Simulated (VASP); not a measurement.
# Li8H7F (P1) in VASP: a series of runs, part 2 of 2

VASP 6.6.1. The steps go on from the part before.

### 3 Relaxation of volume and atoms at fixed shape, PBEsol

This run uses another cell than the first one, of 7.90 Å³/atom.

The input, INCAR:

```
PREC = Accurate
ENCUT = 600
EDIFF = 1E-7
ISMEAR = -1
SIGMA = 0.05
LREAL = Auto
LASPH = True
NELM = 80
ALGO = Normal
ISIF = 8
LWAVE = False
LCHARG = False
GGA = PS
IBRION = 2
NSW = 100
EDIFFG = -0.03
ISYM = 0
```

The input, KPOINTS:

```
Automatic mesh
0
Gamma
  1 1 1
  0.25 0.25 0.25
```

The input, POSCAR:

```
Li8H7F
1.0
    7.9665680000      0.0000000000      0.0000000000
    0.0000000000      7.9665680000      0.0000000000
    0.0000000000      0.0000000000      7.9665680000
H F Li
28 4 32
Direct
    0.2445390000      0.0013450000      0.0041370000
    0.2508930000      0.9998670000      0.5059350000
    0.2519710000      0.5034520000      0.0007570000
    0.2529920000      0.4987070000      0.4934380000
    0.7453200000      0.9967870000      0.0027970000
    0.7527040000      0.9975420000      0.5024450000
    0.7450940000      0.4995740000      0.0038310000
    0.9993480000      0.2478500000      0.9997680000
    0.9997950000      0.2445870000      0.4964350000
    0.0034400000      0.7463060000      0.0002160000
    0.9938430000      0.7518830000      0.5012200000
    0.5023270000      0.2487640000      0.0034120000
    0.4989900000      0.7477610000      0.0022160000
    0.5019770000      0.7530890000      0.4978400000
    0.9995860000      0.9973000000      0.2548310000
    0.9993070000      0.0005160000      0.7507460000
    0.0002710000      0.4963770000      0.2501180000
    0.9939740000      0.4989730000      0.7436420000
    0.4964980000      0.9977830000      0.2493780000
    0.4981980000      0.0021820000      0.7523400000
    0.4972670000      0.4965110000      0.2506970000
    0.5011220000      0.5004600000      0.7402730000
    0.2507530000      0.7479220000      0.2516140000
    0.2529480000      0.7461100000      0.7482190000
    0.7488820000      0.2514140000      0.2476180000
    0.7466320000      0.2498190000      0.7456180000
    0.7471880000      0.7506230000      0.2559960000
    0.7504510000      0.7531050000      0.7518810000
    0.7510060000      0.4983940000      0.5004350000
    0.5030730000      0.2492310000      0.5009760000
    0.2499350000      0.2489430000      0.2497370000
    0.2491500000      0.2523040000      0.7500260000
    0.0009990000      0.9992580000      0.9998360000
    0.9997360000      0.0050910000      0.4998300000
    0.9965120000      0.5029380000      0.9988340000
    0.0067820000      0.5024360000      0.4990880000
    0.5011430000      0.0040520000      0.0022600000
    0.5044710000      0.0018890000      0.5009450000
    0.4986010000      0.4991340000      0.9982480000
    0.5008670000      0.4982500000      0.4960270000
    0.2507900000      0.2513610000      0.9953260000
    0.2457010000      0.2469260000      0.4949670000
    0.2538330000      0.7513690000      0.9980540000
    0.2493980000      0.7521510000      0.4994350000
    0.7494640000      0.2520880000      0.9985590000
    0.7493830000      0.2506370000      0.5072770000
    0.7466660000      0.7504110000      0.0020150000
    0.7531080000      0.7487010000      0.4994140000
    0.2491350000      0.9993400000      0.2490360000
    0.2532420000      0.9998870000      0.7506470000
    0.2512040000      0.4969490000      0.2448920000
    0.2488860000      0.4994910000      0.7476560000
    0.7484240000      0.9991950000      0.2482180000
    0.7485520000      0.9990980000      0.7525110000
    0.7483760000      0.4961750000      0.2497300000
    0.7471390000      0.5075660000      0.7493170000
    0.0024910000      0.2509600000      0.2478180000
    0.9971360000      0.2530660000      0.7463040000
    0.0004030000      0.7508760000      0.2526230000
    0.9972500000      0.7514800000      0.7422550000
    0.4998910000      0.2499530000      0.2508210000
    0.4982780000      0.2445820000      0.7506840000
    0.4995050000      0.7504540000      0.2478750000
    0.5013460000      0.7465680000      0.7498630000
```

Potentials or basis: VASP PAW PBE potentials, release 64 (H, F, Li_sv).

On the command line:

```
$ cat potpaw_PBE.64/H/POTCAR potpaw_PBE.64/F/POTCAR potpaw_PBE.64/Li_sv/POTCAR > POTCAR
$ mpirun -np 1 vasp_std > vasp.out
```

Wall time 45 min (1 thread of Intel Xeon Platinum 8259CL at 2.50GHz (Skylake/Cascade Lake), shared host); peak memory 0.73 GiB.

The run converged. Its results:

```yaml
Free_energy: -210.4133 eV
Energy_gained_by_relaxing: 2.6 meV/atom
Ionic_steps: 7
Pressure_after_relaxing: 0.0 GPa
Largest_force_after_relaxing: 0.023 eV/Å
Band_gap_on_the_k_mesh: 4.54 eV
```

Forces in eV/Å, atoms in the order of the input:
```
H    0.000  0.001  0.004
H   -0.005  0.000 -0.007
H   -0.003  0.004  0.015
H   -0.006  0.006  0.014
H   -0.003 -0.001 -0.012
H    0.002 -0.012 -0.008
H    0.007 -0.004 -0.001
H    0.012 -0.007  0.010
H    0.000 -0.006  0.005
H    0.001  0.000 -0.005
H   -0.018 -0.004  0.004
H    0.004 -0.007  0.008
H    0.002  0.004 -0.002
H   -0.012  0.002  0.003
H    0.006  0.002 -0.005
H    0.002 -0.006 -0.005
H   -0.003  0.005  0.002
H    0.003 -0.004  0.010
H   -0.001 -0.001 -0.014
H   -0.001  0.005 -0.013
H   -0.007  0.011 -0.009
H   -0.001  0.004  0.015
H    0.000  0.001 -0.011
H   -0.006  0.003  0.013
H    0.000  0.006 -0.012
H    0.005  0.000 -0.011
H    0.005  0.007 -0.008
H    0.009 -0.004 -0.004
F    0.016  0.008  0.014
F   -0.008 -0.003  0.008
F    0.003  0.004  0.003
F    0.002 -0.001  0.013
Li   0.006  0.004 -0.001
Li   0.003  0.003 -0.004
Li   0.007 -0.006  0.012
Li  -0.008  0.002  0.014
Li   0.006  0.002 -0.004
Li  -0.003  0.005 -0.004
Li  -0.006  0.006 -0.001
Li   0.009  0.007  0.008
Li   0.007 -0.005 -0.006
Li  -0.009  0.005 -0.005
Li  -0.008  0.003  0.006
Li  -0.012 -0.005  0.001
Li   0.004 -0.006  0.004
Li  -0.017  0.002  0.002
Li   0.008  0.003 -0.013
Li   0.000 -0.014  0.004
Li   0.002 -0.006 -0.010
Li   0.000 -0.009 -0.004
Li  -0.005  0.005  0.002
Li  -0.001  0.002  0.016
Li  -0.005 -0.010 -0.013
Li   0.005  0.001 -0.015
Li  -0.001  0.002 -0.004
Li   0.001 -0.001 -0.001
Li   0.001  0.011  0.010
Li   0.001 -0.009 -0.001
Li  -0.002  0.002 -0.008
Li  -0.008  0.001 -0.001
Li   0.009  0.011  0.006
Li   0.004 -0.007  0.000
Li   0.005  0.003 -0.005
Li   0.001 -0.014  0.002
```

The path:
```
step  energy change (eV)  largest force (eV/Å)  pressure (GPa)  volume (Å³)
   1              0.0000                0.2842            0.06       505.61
   2             -0.0507                0.2270            0.02       505.81
   3             -0.1336                0.1034           -0.04       506.42
   4             -0.1382                0.1375           -0.06       506.60
   5             -0.1536                0.0811           -0.05       506.31
   6             -0.1620                0.0536           -0.03       505.89
   7             -0.1642                0.0229           -0.01       505.62
```

Final structure:
```
H F Li
1.0
     7.96661    0.00000    0.00000
     0.00000    7.96661    0.00000
     0.00000    0.00000    7.96661
H F Li
28 4 32
Direct
  0.24921 0.99803 0.99971
  0.24922 0.99719 0.50025
  0.24941 0.50126 0.99838
  0.24895 0.50230 0.49833
  0.74977 0.99918 0.00098
  0.75050 0.99918 0.50076
  0.74941 0.50074 0.99963
  0.99796 0.25004 0.99902
  0.99892 0.24927 0.49930
  0.99933 0.75007 0.99998
  0.00074 0.75074 0.49953
  0.50049 0.24981 0.99931
  0.49957 0.74979 0.00006
  0.50004 0.75091 0.49962
  0.99869 0.99835 0.24979
  0.99873 0.99900 0.75078
  0.99970 0.50059 0.24801
  0.99925 0.50148 0.74964
  0.50059 0.99766 0.24961
  0.50057 0.99784 0.75190
  0.49999 0.50113 0.24758
  0.49979 0.50195 0.75054
  0.24961 0.74985 0.24954
  0.24983 0.75003 0.74937
  0.75061 0.24827 0.24841
  0.75021 0.24906 0.75201
  0.74974 0.75030 0.24941
  0.74952 0.75100 0.75120
  0.74883 0.49945 0.49903
  0.49953 0.25000 0.49940
  0.24991 0.24914 0.24945
  0.24994 0.24984 0.74865
  0.99803 0.99812 0.00000
  0.99851 0.99835 0.50040
  0.99818 0.50162 0.99884
  0.99820 0.50113 0.49855
  0.50054 0.99820 0.00042
  0.50124 0.99903 0.50040
  0.50089 0.50117 0.99931
  0.50113 0.50010 0.49878
  0.24926 0.25013 0.99939
  0.25084 0.24936 0.49941
  0.24988 0.74955 0.99928
  0.25040 0.75025 0.49948
  0.74934 0.24991 0.99957
  0.74948 0.25048 0.49976
  0.74910 0.74984 0.00088
  0.74971 0.74949 0.49975
  0.24898 0.99965 0.24978
  0.24910 0.00029 0.75068
  0.24945 0.49939 0.24836
  0.24932 0.49994 0.74876
  0.75050 0.99923 0.24993
  0.74999 0.99904 0.75186
  0.75015 0.50013 0.24973
  0.74978 0.50105 0.74923
  0.00089 0.24860 0.24838
  0.00081 0.24979 0.75026
  0.00052 0.75031 0.24929
  0.00050 0.75071 0.75048
  0.49835 0.24851 0.24938
  0.49839 0.24969 0.74961
  0.49898 0.75025 0.24916
  0.49918 0.75107 0.75063
```

Levels at points of the mesh, in eV from the valence-band top:
```
           k point  band 72  band 73  band 74  band 75  band 76  band 77  band 78  band 79  band 80  band 81
(0.25, 0.25, 0.25)    -0.15    -0.13    -0.09    -0.06     0.00     4.57     4.75     4.88     5.23     5.29
```

Caveat: the cutoff is under 1.25 times the usual one of these potentials, so pressure, stress and relaxed cells hold a basis-set (Pulay) error; the PAW data sets were made with another functional, which shifts forces and pressure a little; a shifted mesh leaves out Γ, where band edges can lie. A k mesh can miss the band edges.
